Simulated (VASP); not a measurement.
# PbS (Galena) (Fm-3m) in VASP: single point with PBE

Aim: the single point of PbS (Galena) with PBE.

All numbers are computed with VASP 6.6.1; they aren't measurements. Logs are shortened: lines on timing, memory, paths and dates and some standing lists are left out, and cuts for length are marked.

## 1. The cell of the first run

Symmetry: Fm-3m, No. 225, cubic system. Conventional cell: a = 5.931 Å, b = 5.931 Å, c = 5.931 Å, α = 90.00°, β = 90.00°, γ = 90.00°. Pb (site symmetry m-3m) has 6 S at 2.97 Å within 3.9 Å. S (site symmetry m-3m) has 6 Pb at 2.97 Å within 3.9 Å.

## 2. Single point, PBE

INCAR reads:

```
SYSTEM = PbS
PREC = Accurate
ENCUT = 500
EDIFF = 1E-6
ISMEAR = 1
SIGMA = 0.02
LREAL = .False.
LASPH = .True.
NELM = 120
ALGO = Normal
ISIF = 2
LWAVE = .False.
LCHARG = .True.
GGA = PE
LELF = .True.
LVHAR = .True.
NBANDS = 17
GGA_COMPAT = .False.
```

KPOINTS reads:

```
regular mesh
0
Gamma
  6 6 6
  0 0 0
```

POSCAR reads:

```
PbS
1.0
    0.0000000000      2.9657500000      2.9657500000
    2.9657500000      0.0000000000      2.9657500000
    2.9657500000      2.9657500000      0.0000000000
Pb S
1 1
Direct
    0.0000000000      0.0000000000      0.0000000000
    0.5000000000      0.5000000000      0.5000000000
```

Potentials or basis: VASP PAW PBE potentials, release 64 (Pb_d, S).

Command:

```console
$ cat potpaw_PBE.64/Pb_d/POTCAR potpaw_PBE.64/S/POTCAR > POTCAR
$ mpirun -np 1 vasp_std > vasp.out
```

OUTCAR:

```text
SYSTEM = PbS
   PREC = Accurate
   ENCUT = 500
   EDIFF = 1E-6
   ISMEAR = 1
   LREAL = .False.
   LASPH = .True.
   NELM = 120
   ISIF = 2
   GGA = PE

 ion  position               nearest neighbor table
   1  0.000  0.000  0.000-   2 2.97   2 2.97   2 2.97   2 2.97   2 2.97   2 2.97
   2  0.500  0.500  0.500-   1 2.97   1 2.97   1 2.97   1 2.97   1 2.97   1 2.97

  LATTYP: Found a face centered cubic cell.
 ALAT       =     5.9315000000

  Lattice vectors:

 A1 = (   0.0000000000,   2.9657500000,   2.9657500000)
 A2 = (   2.9657500000,   0.0000000000,   2.9657500000)
 A3 = (   2.9657500000,   2.9657500000,   0.0000000000)

Analysis of symmetry for initial positions (statically):
=====================================================================
 Subroutine PRICEL returns:
 Original cell was already a primitive cell.

 Routine SETGRP: Setting up the symmetry group for a
 face centered cubic supercell.

 Subroutine GETGRP returns: Found 48 space group operations
 (whereof 48 operations were pure point group operations)
 out of a pool of 48 trial point group operations.

The static configuration has the point symmetry O_h .

Analysis of symmetry for dynamics (positions and initial velocities):
=====================================================================
 Subroutine PRICEL returns:
 Original cell was already a primitive cell.

 Routine SETGRP: Setting up the symmetry group for a
 face centered cubic supercell.

 Subroutine GETGRP returns: Found 48 space group operations
 (whereof 48 operations were pure point group operations)
 out of a pool of 48 trial point group operations.

The dynamic configuration has the point symmetry O_h .

 Subroutine INISYM returns: Found 48 space group operations
 (whereof 48 operations are pure point group operations),
 and found     1 'primitive' translations

----------------------------------------------------------------------------------------

                                     Primitive cell

  volume of cell :      52.1715

  direct lattice vectors                    reciprocal lattice vectors
     0.000000000  2.965750000  2.965750000    -0.168591419  0.168591419  0.168591419
     2.965750000  0.000000000  2.965750000     0.168591419 -0.168591419  0.168591419
     2.965750000  2.965750000  0.000000000     0.168591419  0.168591419 -0.168591419

  length of vectors
     4.194203873  4.194203873  4.194203873     0.292008903  0.292008903  0.292008903

  position of ions in fractional coordinates (direct lattice)
     0.000000000  0.000000000  0.000000000
     0.500000000  0.500000000  0.500000000

  ion indices of the primitive-cell ions
   primitive index   ion index
                 1           1
                 2           2

----------------------------------------------------------------------------------------

 KPOINTS: regular mesh

Automatic generation of k-mesh.
 Grid dimensions read from file:
 generate k-points for:    6    6    6

 Generating k-lattice:

  Cartesian coordinates                     Fractional coordinates (reciprocal lattice)
    -0.028098570  0.028098570  0.028098570     0.166666667  0.000000000  0.000000000
     0.028098570 -0.028098570  0.028098570     0.000000000  0.166666667  0.000000000
     0.028098570  0.028098570 -0.028098570     0.000000000  0.000000000  0.166666667

  Length of vectors
     0.048668150  0.048668150  0.048668150

  Shift w.r.t. Gamma in fractional coordinates (k-lattice)
     0.000000000  0.000000000  0.000000000

 Subroutine IBZKPT returns following result:
 ===========================================

 Found     16 irreducible k-points:

 Following reciprocal coordinates:
            Coordinates               Weight
  0.000000  0.000000  0.000000      1.000000
  0.166667  0.000000  0.000000      8.000000
  0.333333  0.000000  0.000000      8.000000
  0.500000  0.000000  0.000000      4.000000
  0.166667  0.166667  0.000000      6.000000
  0.333333  0.166667  0.000000     24.000000
[... 8 lines left out ...]
 -0.333333  0.333333  0.166667     24.000000
 -0.333333  0.500000  0.166667     12.000000
   k-points           NKPTS =     16   k-points in BZ     NKDIM =     16   number of bands    NBANDS=     17
   number of dos      NEDOS =    301   number of ions     NIONS =      2
   total plane-waves  NPLWV =  32768
   dimension x,y,z NGX =    32 NGY =   32 NGZ =   32
   dimension x,y,z NGXF=    64 NGYF=   64 NGZF=   64
   ions per type =               1   1
   NGX,Y,Z   is equivalent  to a cutoff of  12.68, 12.68, 12.68 a.u.
   NGXF,Y,Z  is equivalent  to a cutoff of  25.37, 25.37, 25.37 a.u.
 SYSTEM =  PbS
   PREC   = accura    normal or accurate (medium, high low for compatibility)
   ISTART =      0    job   : 0-new  1-cont  2-samecut
   ICHARG =      2    charge: 1-file 2-atom 10-const
   ISPIN  =      1    spin polarized calculation?
   LNONCOLLINEAR =      F non collinear calculations
   LSORBIT =      F    spin-orbit coupling
   LASPH  =      T    aspherical Exc in radial PAW
   ENCUT  =  500.0 eV  36.75 Ry    6.06 a.u.   7.65  7.65  7.65*2*pi/ulx,y,z
   NELM   =    120;   NELMIN=  2; NELMDL= -5     # of ELM steps
   EDIFF  = 0.1E-05   stopping-criterion for ELM
   LREAL  =      F    real-space projection
   EDIFFG = 0.1E-04   stopping-criterion for IOM
   NSW    =      0    number of steps for IOM
   IBRION =     -1    ionic relax: 0-MD 1-quasi-New 2-CG
   NFREE  =      0    steps in history (QN), initial steepest desc. (CG)
   ISIF   =      2    stress and relaxation
   ISYM   =      2    0-nonsym 1-usesym 2-fastsym
   POTIM  = 0.5000    time-step for ionic-motion
   TEBEG  =    0.0;   TEEND  =   0.0 temperature during run
   PSTRESS=    0.0 pullay stress
   NELECT =      20.0000    total number of electrons
   NUPDOWN=      -1.0000    fix difference up-down
   EMIN   =  10.00;   EMAX   =-10.00  energy-range for DOS
   EFERMI =   0.00;   METHOD = LEGACY
   ISMEAR =     1;   SIGMA  =   0.02  broadening in eV -4-tet -1-fermi 0-gaus
   EFERMI_NEDOS =   21; number of points for ismear=-14 and -15
   IALGO  =     38    algorithm
   IMIX   =      4    mixing-type and parameters
     AMIX     =   0.40;   BMIX     =  1.00
     AMIX_MAG =   1.60;   BMIX_MAG =  1.00
  volume/ion in A,a.u.               =      26.09       176.04
  Fermi-wavevector in a.u.,A,eV,Ry     =   1.189251  2.247359 19.242973  1.414319
  Thomas-Fermi vector in A             =   2.325363
   LORBIT       =      0    0 simple, 1 ext, 2 COOP (PROOUT), +10 PAW based schemes
   GGA     = PE    functional components
   LHFCALC =     F    Hartree Fock is set to
   AEXX    =    0.0000 exact exchange contribution
   IVDW    =     0    specifies the selected vdW correction
   LEPSILON=     F    determine dielectric tensor
   LRPA    =     F    only Hartree local field effects (RPA)
 non-spin polarized calculation
 Methfessel and Paxton  Order N= 1 SIGMA  =   0.02
  energy-cutoff  :      500.00
  volume of cell :       52.17
 maximum number of plane-waves:      1363
 NGX is ok and might be reduce to    32
   NGX = 15   NGY = 15   NGZ = 15

 number of electron      19.9999998 magnetization

 Free energy of the ion-electron system (eV)
  ---------------------------------------------------
  ext. energy  EPLUGINS =         0.00000000
  ---------------------------------------------------
  free energy    TOTEN  =        -8.75747901 eV

  energy without entropy =       -8.75750048  energy(sigma->0) =       -8.75748616

 E-fermi :   5.8379     XC(G=0):  -9.6832

 val. band max:        5.8210298960   @ k =   0.5000   0.0000   0.0000
 cond. band min:       6.1862448689   @ k =   0.5000   0.0000   0.0000
 fundamental gap:      0.3652149729
 Fermi energy:         5.8378675405

 k-point     1 :       0.0000    0.0000    0.0000
  band No.  band energies     occupation
      1     -11.0008      2.00000
      2     -11.0008      2.00000
      3     -11.0008      2.00000
      4     -10.9845      2.00000
      5     -10.9845      2.00000
      6      -7.7773      2.00000
[... 9 lines left out ...]
     16      12.5521      0.00000
     17      14.4789      0.00000

 k-point     2 :       0.1667    0.0000    0.0000
  band No.  band energies     occupation
      1     -10.9996      2.00000
      2     -10.9984      2.00000
      3     -10.9984      2.00000
      4     -10.9831      2.00000
      5     -10.9831      2.00000
      6      -7.5439      2.00000
[... 9 lines left out ...]
     16      13.1582      0.00000
     17      16.3295      0.00000

 k-point     3 :       0.3333    0.0000    0.0000
  band No.  band energies     occupation
      1     -11.0110      2.00000
      2     -11.0110      2.00000
      3     -10.9980      2.00000
      4     -10.9629      2.00000
      5     -10.9629      2.00000
      6      -6.9521      2.00000
[... 9 lines left out ...]
     16      14.5616      0.00000
     17      18.0787      0.00000

 k-point     4 :       0.5000    0.0000    0.0000
  band No.  band energies     occupation
      1     -11.0183      2.00000
      2     -11.0183      2.00000
      3     -10.9977      2.00000
      4     -10.9517      2.00000
      5     -10.9517      2.00000
      6      -6.5367      2.00000
[... 9 lines left out ...]
     16      15.9436      0.00000
     17      16.3686      0.00000
[... 183 lines left out ...]
      1     -11.0634      2.00000
      2     -11.0017      2.00000
      3     -10.9897      2.00000
      4     -10.9599      2.00000
      5     -10.9563      2.00000
      6      -6.4868      2.00000
[... 9 lines left out ...]
     16      16.4484      0.00000
     17      16.7790      0.00000

 k-point    15 :      -0.3333    0.3333    0.1667
  band No.  band energies     occupation
      1     -11.0742      2.00000
      2     -10.9950      2.00000
      3     -10.9801      2.00000
      4     -10.9785      2.00000
      5     -10.9470      2.00000
      6      -6.1909      2.00000
[... 9 lines left out ...]
     16      17.2194      0.00000
     17      17.6063      0.00000

 k-point    16 :      -0.3333    0.5000    0.1667
  band No.  band energies     occupation
      1     -11.1076      2.00000
      2     -11.0056      2.00000
      3     -10.9753      2.00000
      4     -10.9623      2.00000
      5     -10.9398      2.00000
      6      -6.0762      2.00000
[... 9 lines left out ...]
     16      17.6647      0.00000
     17      18.0752      0.00000

------------------------ aborting loop because EDIFF is reached ----------------------------------------

  FORCE on cell =-STRESS in cart. coord.  units (eV):
  Direction    XX          YY          ZZ          XY          YZ          ZX
  --------------------------------------------------------------------------------------
  -------------------------------------------------------------------------------------
  Total        0.6916487      0.6916487      0.6916487      0.0000000      0.0000000      0.0000000
  in kB       21.2403932     21.2403932     21.2403932      0.0000000      0.0000000      0.0000000
  external PRESSURE =      21.2403932 kB  Pullay stress =       0.0000000 kB

 VOLUME and BASIS-vectors are now :
 -----------------------------------------------------------------------------
  energy-cutoff  :      500.00
  volume of cell :       52.17
      direct lattice vectors                 reciprocal lattice vectors
     0.000000000  2.965750000  2.965750000    -0.168591419  0.168591419  0.168591419
     2.965750000  0.000000000  2.965750000     0.168591419 -0.168591419  0.168591419
     2.965750000  2.965750000  0.000000000     0.168591419  0.168591419 -0.168591419

 POSITION                                       TOTAL-FORCE (eV/Angst)
 -----------------------------------------------------------------------------------
      0.00000      0.00000      0.00000        -0.000000     -0.000000     -0.000000
      2.96575      2.96575      2.96575         0.000000      0.000000      0.000000
 -----------------------------------------------------------------------------------
    total drift:                                0.000000     -0.000000     -0.000000

  FREE ENERGIE OF THE ION-ELECTRON SYSTEM (eV)
  ---------------------------------------------------
  free  energy   TOTEN  =        -8.7574790059 eV

  energy  without entropy=       -8.7575004796  energy(sigma->0) =       -8.75748616
```

It took 7.8 s on 1 thread of Intel Xeon 6975P-C (Granite Rapids), shared host; peak memory 0.17 GiB.

Results:

- Free energy: -8.7575 eV
- Pressure: 2.1 GPa
- Band gap on the k mesh: 0.37 eV, direct

Levels at points of the mesh, in eV from the valence-band top:
```csv
k point,band 8,band 9,band 10,band 11,band 12,band 13
"(0.00, 0.00, 0.00)",-2.17,-2.17,-2.17,5.21,5.21,5.21
"(0.50, 0.00, 0.00)",-1.78,-1.78,0.00,0.37,1.96,1.96
"(0.50, 0.50, 0.00)",-5.20,-3.44,-3.44,3.86,5.58,5.68
```

Caveat: spin-orbit coupling is left out, which moves the levels of the heavy elements. A k mesh can miss the band edges.
